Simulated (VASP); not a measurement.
Runs of VASP 6.6.1 on Ge. The structure is that of space group P6_3/mmc (No. 194), or close to it. The cells are those of the table. 

```tsv
task	cell	k mesh	cutoff (eV)	gap on the mesh (eV)	pressure (GPa)
single point	a = 3.037, b = 3.037, c = 9.956 Å, angles 90.0, 90.0, 120.0°, 4 atoms	12 × 12 × 4	520	none	0.0
relaxation of cell and atoms	relaxed from a = 3.008, b = 3.008, c = 9.823 Å, angles 90.0, 90.0, 120.0°, 4 atoms	12 × 12 × 4	600	none	0.0
single point	a = 2.910, b = 2.910, c = 9.540 Å, angles 90.0, 90.0, 120.0°, 4 atoms	16 × 16 × 5	520	none	10.1
single point	a = 2.996, b = 2.996, c = 9.821 Å, angles 90.0, 90.0, 120.0°, 4 atoms	16 × 16 × 5	520	none	(a)
single point	a = 3.154, b = 3.154, c = 10.339 Å, angles 90.0, 90.0, 120.0°, 4 atoms	16 × 16 × 5	520	none	-5.3
```

Alike in all rows: level revPBE; potentials or basis VASP PAW PBE potentials, release 64 (Ge_d); no spin polarisation; smearing fermi-dirac 0.1 eV.

**Question.** Estimate the missing entries.

**Answer.** (a) 2.9.

Caveats: the PAW data sets were made with another functional, which shifts forces and pressure a little.

A k mesh can miss the band edges, and the runs leave out spin-orbit coupling on Ge.

A gap of «none» marks levels without a gap at the run's occupations.
